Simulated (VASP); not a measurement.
# SnSe2 (P-3m1) in VASP: a series of runs

Runs on SnSe2. Level: PBEsol+D3(BJ). Tasks: single point.

Everything below comes from runs of VASP 6.6.1. Logs are shortened: lines on timing, memory, paths and dates and some standing lists are left out, and cuts for length are marked.

## Step 1: The cell of the first run

The structure is trigonal, space group P-3m1 (No. 164). The conventional cell has a = 3.811 Å, b = 3.811 Å, c = 6.137 Å, α = 90.00°, β = 90.00°, γ = 120.00°. Within 3.5 Å of Sn (site symmetry -3m) lie 6 Se at 2.68 Å. Se (site symmetry 3m) has 3 Sn at 2.68 Å within 3.5 Å.

## Step 2: Single point, PBEsol+D3(BJ)

INCAR reads:

```
PREC     = Accurate       # precision mode
ENCUT    = 520            # plane-wave cutoff, eV
EDIFF    = 1E-7           # SCF threshold, eV
ISMEAR   = 0              # smearing method
SIGMA    = 0.05           # smearing width, eV
LREAL    = F              # projectors in reciprocal space
LASPH    = T              # aspherical terms in the spheres
NELM     = 100            # most SCF steps
ALGO     = Normal         # electronic algorithm
ISIF     = 2              # what is computed and relaxed
LWAVE    = F              # write WAVECAR
LCHARG   = F              # write CHGCAR
GGA      = PS             # functional
IVDW     = 12             # dispersion correction
NBANDS   = 20             # bands
```

KPOINTS reads:

```
regular mesh
0
Gamma
  12 12 6
```

POSCAR reads:

```
SnSe2
1.0
    3.8109987816      0.0000000000      0.0000000000
   -1.9054993908      3.3004217586      0.0000000000
    0.0000000000      0.0000000000      6.1370000000
Sn Se
1 2
Direct
    0.0000000000      0.0000000000      0.0000000000
    0.3333333333      0.6666666667      0.2500000000
    0.6666666667      0.3333333333      0.7500000000
```

Potentials or basis: VASP PAW PBE potentials, release 64 (Sn_d, Se).

Started as:

```
$ cat potpaw_PBE.64/Sn_d/POTCAR potpaw_PBE.64/Se/POTCAR > POTCAR
$ mpirun -np 1 vasp_std > vasp.out
```

OUTCAR:

```text
PREC = Accurate
   ENCUT = 520
   EDIFF = 1E-7
   ISMEAR = 0
   LREAL = F
   LASPH = T
   NELM = 100
   ISIF = 2
   GGA = PS
   IVDW = 12
 IVDW          = 12

 ion  position               nearest neighbor table
   1  0.000  0.000  0.000-   2 2.68   3 2.68   2 2.68   3 2.68   3 2.68   2 2.68
   2  0.333  0.667  0.250-   1 2.68   1 2.68   1 2.68
   3  0.667  0.333  0.750-   1 2.68   1 2.68   1 2.68

  LATTYP: Found a hexagonal cell.
 ALAT       =     3.8109987816
 C/A-ratio  =     1.6103390087

  Lattice vectors:

 A1 = (   3.8109987816,   0.0000000000,   0.0000000000)
 A2 = (  -1.9054993908,   3.3004217586,   0.0000000000)
 A3 = (   0.0000000000,   0.0000000000,   6.1370000000)

Analysis of symmetry for initial positions (statically):
=====================================================================
 Subroutine PRICEL returns:
 Original cell was already a primitive cell.

 Routine SETGRP: Setting up the symmetry group for a
 hexagonal supercell.

 Subroutine GETGRP returns: Found 12 space group operations
 (whereof 12 operations were pure point group operations)
 out of a pool of 24 trial point group operations.

The static configuration has the point symmetry D_3d.

Analysis of symmetry for dynamics (positions and initial velocities):
=====================================================================
 Subroutine PRICEL returns:
 Original cell was already a primitive cell.

 Routine SETGRP: Setting up the symmetry group for a
 hexagonal supercell.

 Subroutine GETGRP returns: Found 12 space group operations
 (whereof 12 operations were pure point group operations)
 out of a pool of 24 trial point group operations.

The dynamic configuration has the point symmetry D_3d.

 Subroutine INISYM returns: Found 12 space group operations
 (whereof 12 operations are pure point group operations),
 and found     1 'primitive' translations

----------------------------------------------------------------------------------------

                                     Primitive cell

  volume of cell :      77.1906

  direct lattice vectors                    reciprocal lattice vectors
     3.810998782  0.000000000  0.000000000     0.262398405  0.151495789  0.000000000
    -1.905499391  3.300421759  0.000000000     0.000000000  0.302991579  0.000000000
     0.000000000  0.000000000  6.137000000     0.000000000  0.000000000  0.162946065

  length of vectors
[... 83 lines left out ...]
   NELM   =    100;   NELMIN=  2; NELMDL= -5     # of ELM steps
   EDIFF  = 0.1E-06   stopping-criterion for ELM
   LREAL  =      F    real-space projection
   EDIFFG = 0.1E-05   stopping-criterion for IOM
   NSW    =      0    number of steps for IOM
   IBRION =     -1    ionic relax: 0-MD 1-quasi-New 2-CG
   NFREE  =      0    steps in history (QN), initial steepest desc. (CG)
   ISIF   =      2    stress and relaxation
   ISYM   =      2    0-nonsym 1-usesym 2-fastsym
   POTIM  = 0.5000    time-step for ionic-motion
   TEBEG  =    0.0;   TEEND  =   0.0 temperature during run
   PSTRESS=    0.0 pullay stress
   NELECT =      26.0000    total number of electrons
   NUPDOWN=      -1.0000    fix difference up-down
   EMIN   =  10.00;   EMAX   =-10.00  energy-range for DOS
   EFERMI =   0.00;   METHOD = LEGACY
   ISMEAR =     0;   SIGMA  =   0.05  broadening in eV -4-tet -1-fermi 0-gaus
   EFERMI_NEDOS =   21; number of points for ismear=-14 and -15
   IALGO  =     38    algorithm
   IMIX   =      4    mixing-type and parameters
     AMIX     =   0.40;   BMIX     =  1.00
     AMIX_MAG =   1.60;   BMIX_MAG =  1.00
  volume/ion in A,a.u.               =      25.73       173.64
  Fermi-wavevector in a.u.,A,eV,Ry     =   1.139054  2.152501 17.652812  1.297445
  Thomas-Fermi vector in A             =   2.275758
   LORBIT       =      0    0 simple, 1 ext, 2 COOP (PROOUT), +10 PAW based schemes
   GGA     = PS    functional components
   LHFCALC =     F    Hartree Fock is set to
   AEXX    =    0.0000 exact exchange contribution
   IVDW    =    12    specifies the selected vdW correction
   LEPSILON=     F    determine dielectric tensor
   LRPA    =     F    only Hartree local field effects (RPA)
 non-spin polarized calculation
 Gauss-broadening in eV      SIGMA  =   0.05
  energy-cutoff  :      520.00
  volume of cell :       77.19
 maximum number of plane-waves:      2109
   NGX = 15   NGY = 15   NGZ = 23

 number of electron      26.0000006 magnetization

 Free energy of the ion-electron system (eV)
  ---------------------------------------------------
  ext. energy  EPLUGINS =         0.00000000
  ---------------------------------------------------
  free energy    TOTEN  =       -12.95247615 eV

  energy without entropy =      -12.95247615  energy(sigma->0) =      -12.95247615

 E-fermi :   4.3683     XC(G=0):  -9.6429

 val. band max:        4.0993908188   @ k =   0.0833   0.0833   0.0000
 cond. band min:       4.7271453364   @ k =   0.0000   0.4167   0.3333
 fundamental gap:      0.6277545175
 Fermi energy:         4.3683344117

 k-point     1 :       0.0000    0.0000    0.0000
  band No.  band energies     occupation
      1     -17.1052      2.00000
      2     -17.1052      2.00000
      3     -17.0658      2.00000
      4     -17.0504      2.00000
      5     -17.0504      2.00000
      6      -9.9565      2.00000
[... 541 lines left out ...]
     19      12.0166      0.00000
     20      12.9315      0.00000

 [... further k-points ...]

------------------------ aborting loop because EDIFF is reached ----------------------------------------

 Edisp (eV)   -0.98337

 E8    (eV) :    -0.6474

  FORCE on cell =-STRESS in cart. coord.  units (eV):
  Direction    XX          YY          ZZ          XY          YZ          ZX
  --------------------------------------------------------------------------------------
  -------------------------------------------------------------------------------------
  Total      -0.13099    -0.13099     0.65378     0.00000     0.00000     0.00000
  in kB      -2.71876    -2.71876    13.56984     0.00000     0.00000     0.00000
  external pressure =        2.71 kB  Pullay stress =        0.00 kB

 VOLUME and BASIS-vectors are now :
 -----------------------------------------------------------------------------
  energy-cutoff  :      520.00
  volume of cell :       77.19
      direct lattice vectors                 reciprocal lattice vectors
     3.810998782  0.000000000  0.000000000     0.262398405  0.151495789  0.000000000
    -1.905499391  3.300421759  0.000000000     0.000000000  0.302991579  0.000000000
     0.000000000  0.000000000  6.137000000     0.000000000  0.000000000  0.162946065

 POSITION                                       TOTAL-FORCE (eV/Angst)
 -----------------------------------------------------------------------------------
      0.00000      0.00000      0.00000        -0.000000      0.000000     -0.000000
     -0.00000      2.20028      1.53425        -0.000000      0.000000      0.572240
      1.90550      1.10014      4.60275         0.000000     -0.000000     -0.572240
 -----------------------------------------------------------------------------------
    total drift:                               -0.000000     -0.000000     -0.000000

  FREE ENERGIE OF THE ION-ELECTRON SYSTEM (eV)
  ---------------------------------------------------
  free  energy   TOTEN  =       -13.9358446325 eV

  energy  without entropy=      -13.9358446325  energy(sigma->0) =      -13.93584463
```

OSZICAR:

```text
N       E                     dE             d eps       ncg     rms          rms(c)
DAV:   1     0.203626373883E+03    0.20363E+03   -0.12128E+04  4128   0.147E+03
DAV:   2     0.982291351709E+01   -0.19380E+03   -0.18628E+03  4328   0.385E+02
DAV:   3    -0.124488343470E+02   -0.22272E+02   -0.21776E+02  4868   0.113E+02
DAV:   4    -0.132152792813E+02   -0.76644E+00   -0.76511E+00  4752   0.221E+01
DAV:   5    -0.132341528112E+02   -0.18874E-01   -0.18872E-01  5632   0.359E+00    0.517E+00
DAV:   6    -0.129842375787E+02    0.24992E+00   -0.45131E-01  5952   0.771E+00    0.328E+00
DAV:   7    -0.129545264181E+02    0.29711E-01   -0.15179E-01  4988   0.274E+00    0.896E-01
DAV:   8    -0.129524053292E+02    0.21211E-02   -0.12171E-02  5336   0.112E+00    0.269E-01
DAV:   9    -0.129524607826E+02   -0.55453E-04   -0.11952E-03  4536   0.253E-01    0.774E-02
DAV:  10    -0.129524621020E+02   -0.13194E-05   -0.87423E-05  5268   0.614E-02    0.283E-02
DAV:  11    -0.129524754631E+02   -0.13361E-04   -0.19814E-05  4464   0.247E-02    0.498E-03
DAV:  12    -0.129524758404E+02   -0.37726E-06   -0.12006E-06  5364   0.797E-03    0.448E-03
DAV:  13    -0.129524761293E+02   -0.28895E-06   -0.91201E-07  4436   0.575E-03    0.172E-03
DAV:  14    -0.129524761531E+02   -0.23810E-07   -0.34918E-08  3176   0.112E-03
   1 F= -.13935845E+02 E0= -.13935845E+02  d E =-.535584E-16
```

stdout:

```text
POSCAR found type information on POSCAR SnSe
 POSCAR found :  2 types and       3 ions
 scaLAPACK will be used
 -----------------------------------------------------------------------------
|                                                                             |
|                                                                             |
|     You enforced a specific xc type in the INCAR file but a different       |
|     I HOPE YOU KNOW WHAT YOU ARE DOING!                                     |
|                                                                             |
 -----------------------------------------------------------------------------

 LDA part: xc-table for (Slater+PW92), standard interpolation
 POSCAR, INCAR and KPOINTS ok, starting setup
 FFT: planning ... GRIDC
 FFT: planning ... GRID_SOFT
 FFT: planning ... GRID
 WAVECAR not read
 entering main loop
```

Run time: 4.4 min. Hardware: 1 thread of AMD EPYC 7R13, shared host; peak memory 0.27 GiB.

Results:

```yaml
Free_energy: -13.9358 eV
Pressure: 0.3 GPa
Largest_force: 0.572 eV/Å
Band_gap_on_the_k_mesh: 0.63 eV, indirect (least direct gap 1.00 eV)
Dispersion_energy_per_atom: -0.328 eV
```

Forces in eV/Å, atoms in the order of the input:
```
Sn   0.000  0.000  0.000
Se   0.000  0.000  0.572
Se   0.000  0.000 -0.572
```

Caveat: the PAW data sets were made with another functional, which shifts forces and pressure a little; spin-orbit coupling is left out, which moves the levels of the heavy elements. A k mesh can miss the band edges.

## Step 3: Single point, PBEsol+D3(BJ)

INCAR reads:

```
SYSTEM = SnSe2
ALGO     = Normal         ! electronic algorithm
EDIFF    = 1E-6           ! SCF threshold, eV
ENCUT    = 520            ! plane-wave cutoff, eV
GGA      = PS             ! functional
ISIF     = 2              ! what is computed and relaxed
ISMEAR   = 0              ! smearing method
IVDW     = 12             ! dispersion correction
LASPH    = .TRUE.         ! aspherical terms in the spheres
LCHARG   = .FALSE.        ! write CHGCAR
LREAL    = .FALSE.        ! projectors in reciprocal space
LWAVE    = .FALSE.        ! write WAVECAR
NBANDS   = 20             ! bands
NELM     = 60             ! most SCF steps
PREC     = Accurate       ! precision mode
SIGMA    = 0.05           ! smearing width, eV
```

KPOINTS reads:

```
k-points
0
G
  12 12 6
  0 0 0
```

POSCAR is that of step 2.

Potentials or basis: VASP PAW PBE potentials, release 64 (Sn_d, Se).

Started as:

```
$ cat potpaw_PBE.64/Sn_d/POTCAR potpaw_PBE.64/Se/POTCAR > POTCAR
$ mpirun -np 1 vasp_std > vasp.out
```

It took 3.8 min on 1 thread of AMD EPYC 7R13, shared host; peak memory 0.27 GiB.

Results (log left out):

| Item | Value |
| --- | --- |
| Free energy | -13.9358 eV |
| Pressure | 0.3 GPa |
| Largest force | 0.572 eV/Å |
| Band gap on the k mesh | 0.63 eV, indirect (least direct gap 1.00 eV) |
| Dispersion energy per atom | -0.328 eV |

Forces in eV/Å, atoms in the order of the input:
```
Sn   0.000  0.000  0.000
Se   0.000  0.000  0.572
Se   0.000  0.000 -0.572
```

Stress tensor (GPa, compression positive):
```
-0.26  0.00  0.00
 0.00 -0.26  0.00
 0.00  0.00  1.37
```

Levels at points of the mesh, in eV from the valence-band top:
| k point | band 9 | band 10 | band 11 | band 12 | band 13 | band 14 | band 15 | band 16 | band 17 | band 18 |
| --- | --- | --- | --- | --- | --- | --- | --- | --- | --- | --- |
| (0.00, 0.00, 0.00) | -0.73 | -0.73 | -0.42 | -0.42 | -0.05 | 0.95 | 2.81 | 4.54 | 4.54 | 7.99 |
| (0.50, 0.00, 0.00) | -4.55 | -2.99 | -2.73 | -1.29 | -0.34 | 1.06 | 3.64 | 5.27 | 5.36 | 7.14 |
| (0.00, 0.00, 0.50) | -2.14 | -0.82 | -0.82 | -0.27 | -0.27 | 2.36 | 2.77 | 4.27 | 4.27 | 7.97 |
| (0.50, 0.00, 0.50) | -5.01 | -2.55 | -2.06 | -0.90 | -0.75 | 0.75 | 4.10 | 4.69 | 5.69 | 6.24 |

Caveat: the PAW data sets were made with another functional, which shifts forces and pressure a little; spin-orbit coupling is left out, which moves the levels of the heavy elements.
